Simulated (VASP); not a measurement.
Set up this calculation in VASP 6.6.1, as the native input.

```yaml
Task: single point
Functional: PBEsol
Potentials_or_basis: VASP PAW PBE potentials, release 64 (Ti_sv, Al)
Cutoff: 520 eV
k_mesh: 18 × 18 × 6
Occupations: gaussian, width 0.15 eV
Spin: no spin polarisation
Dipole_correction: no
Further_INCAR_settings: ALGO = Fast; EDIFF = 1e-07; NBANDS = 28
```

The structure of Ti3Al lies in POSCAR:

```
Ti3Al
1.0
    2.8529483547      0.0000000000      0.0000000000
   -1.4264741773      2.4707257509      0.0000000000
    0.0000000000      0.0000000000     10.1656255774
Ti Al
3 1
Direct
    0.6666666667      0.3333333333      0.0000000000
    0.3333333333      0.6666666667      0.7511732072
    0.3333333333      0.6666666667      0.2488267928
    0.6666666667      0.3333333333      0.5000000000
```

This cell differs from its parent crystal: volume 17.914 Å^3 an atom, c/a of the conventional cell 3.5632.

These files were run (other wordings do the same):

INCAR

```
PREC = Accurate
ENCUT = 520
EDIFF = 1E-7
ISMEAR = 0
SIGMA = 0.15
LREAL = F
LASPH = T
NELM = 100
ALGO = Fast
ISIF = 2
LWAVE = F
LCHARG = F
GGA = PS
NBANDS = 28
```

KPOINTS

```
Automatic mesh
0
Gamma
  18 18 6
```

Potentials or basis: VASP PAW PBE potentials, release 64 (Ti_sv, Al).

Launch:

```console
$ cat potpaw_PBE.64/Ti_sv/POTCAR potpaw_PBE.64/Al/POTCAR > POTCAR
$ mpirun -np 1 vasp_std > vasp.out
```

It gave:

```
Pressure      : -7.7 GPa
Largest force : 0.210 eV/Å
```

Caveat: the PAW data sets were made with another functional, which shifts forces and pressure a little.

It took 21 min on 1 thread of Intel Xeon 6975P-C (shared host), peak memory 0.39 GiB.
